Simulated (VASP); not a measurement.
Wanted: the native input for a VASP 6.6.1 run.

```
Task                   : single point
Functional             : PBEsol
Potentials or basis    : VASP PAW PBE potentials, release 64 (Al, Cu)
Cutoff                 : 520 eV
k mesh                 : 10 × 10 × 14
Occupations            : gaussian, width 0.15 eV
Spin                   : no spin polarisation
Dipole correction      : no
Further INCAR settings : ALGO = Fast; EDIFF = 1e-06; NBANDS = 16
```

The structure of Al2Cu lies in POSCAR:

```
Al2Cu
1.0
    4.1795741489      0.0000000000      0.0000000000
    0.0000000000      4.1795741489      0.0000000000
    0.0000000000      0.0000000000      2.7129911133
Al Cu
2 1
Direct
    0.5024873978      0.0000000000      0.5000000000
   -0.0363105904      0.5000000000      0.5000000000
    0.0143612780      0.0000000000      0.0000000000
```

This cell differs from its parent crystal: mode 4 frozen in at -0.148 Å, strain +e along z and -e/2 along x and y -0.0467.

One way to write it, as run:

INCAR

```
PREC = Accurate ; ENCUT = 520
EDIFF = 1E-6 ; ISMEAR = 0
SIGMA = 0.15 ; LREAL = F
LASPH = T ; NELM = 80
ALGO = Fast ; ISIF = 2
LWAVE = F ; LCHARG = F
GGA = PS ; NBANDS = 16
```

KPOINTS

```
regular mesh
0
Gamma
  10 10 14
```

Potentials or basis: VASP PAW PBE potentials, release 64 (Al, Cu).

Command:

```console
$ cat potpaw_PBE.64/Al/POTCAR potpaw_PBE.64/Cu/POTCAR > POTCAR
$ mpirun -np 1 vasp_std > vasp.out
```

It gave:

| Item | Value |
| --- | --- |
| Pressure | 1.3 GPa |
| Largest force | 0.283 eV/Å |

Caveat: the cell differs from its parent crystal (mode 4 frozen in at -0.148 Å, strain +e along z and -e/2 along x and y -0.0467); the PAW data sets were made with another functional, which shifts forces and pressure a little.

It took 68 s on 1 thread of Intel(R) Xeon(R) 6975P-C (Granite Rapids), with other jobs on the host, peak memory 0.32 GiB.
